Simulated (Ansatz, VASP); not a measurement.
**TiO2 in VASP and in Ansatz**

```
Ti O
1.0
     0.00000    2.39683    2.39683
     2.33691    0.00000    2.39683
     2.33691    2.39683    0.00000
Ti O
1 2
Cartesian
  0.0000 0.0000 0.0000
  1.1685 1.1984 1.1984
  3.5054 3.5952 3.5952
```

Change from the starting cell: uniaxial_x strain -2.5%.

Alike in both runs: task single point; functional HSE06; k mesh 6 × 6 × 6; no spin polarisation.

```csv
,VASP,Ansatz
version,VASP 6.6.1,Ansatz 0.2.0
potentials or method,"VASP PAW PBE potentials, release 64 (Ti_sv, O)","plane waves, PAW"
plane-wave cutoff (eV),520,420
occupations,"gaussian, width 0.01 eV",fixed
valence electrons in the cell,24,24
```

```csv
,VASP,Ansatz,Ansatz less VASP
gap on the k mesh at the Fermi level (eV),2.34,2.37,+0.031
pressure (GPa),4.4,3.4,-1.02
"traceless stress, the component that is largest in VASP (GPa)",10.55,10.61,+0.059
```

Ansatz's warnings: stress exchange threshold loose, stress scf threshold loose.
